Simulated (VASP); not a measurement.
Wanted: the native input for a VASP 6.6.1 run.

* Task: relaxation of cell and atoms
* Functional: LDA
* Potentials or basis: VASP PAW LDA potentials, release 64 (Ga_d, N)
* Cutoff: 600 eV
* k mesh: 12 × 12 × 6
* Occupations: gaussian, width 0.02 eV
* Spin: no spin polarisation
* Dipole correction: no
* Further INCAR settings: ALGO = Normal; EDIFF = 1e-06; IBRION = 2; EDIFFG = -0.005; NSW = 100; ISIF = 3

The structure of GaN lies in POSCAR:

```
GaN
1.0
    3.1800000000      0.0000000000      0.0000000000
   -1.5900000000      2.7539607840      0.0000000000
    0.0000000000      0.0000000000      5.1660000000
Ga N
2 2
Direct
    0.3333333333      0.6666666667      0.0000000000
    0.6666666667      0.3333333333      0.5000000000
    0.3333333333      0.6666666667      0.3750000000
    0.6666666667      0.3333333333      0.8750000000
```

The input as run:

INCAR

```
SYSTEM = GaN
  PREC = Accurate
  ENCUT = 600
  EDIFF = 1E-6
  ISMEAR = 0
  SIGMA = 0.02
  LREAL = .False.
  LASPH = .True.
  NELM = 100
  ALGO = Normal
  ISIF = 3
  LWAVE = .False.
  LCHARG = .False.
  GGA = CA
  IBRION = 2
  NSW = 100
  EDIFFG = -0.005
```

KPOINTS

```
Automatic mesh
0
Gamma
  12 12 6
  0 0 0
```

Potentials or basis: VASP PAW LDA potentials, release 64 (Ga_d, N).

Launch:

```sh
$ cat potpaw_LDA.64/Ga_d/POTCAR potpaw_LDA.64/N/POTCAR > POTCAR
$ mpirun -np 1 vasp_std > vasp.out
```

Results of the run:

```json
{"Relaxed volume": "11.10 Å³/atom", "Relaxed cell": "a = 3.156 Å, b = 3.156 Å, c = 5.147 Å, α = 90.00°, β = 90.00°, γ = 120.00°", "Space group after relaxing (to 0.1 Å)": "P6_3mc (No. 186)", "Energy gained by relaxing": "2.7 meV/atom", "Ionic steps": "15", "Pressure after relaxing": "0.0 GPa", "Largest force after relaxing": "0.003 eV/Å", "Band gap on the k mesh": "2.11 eV"}
```

It took 13 min on 1 thread of Intel Xeon 8259CL, with other jobs on the host, peak memory 0.22 GiB.
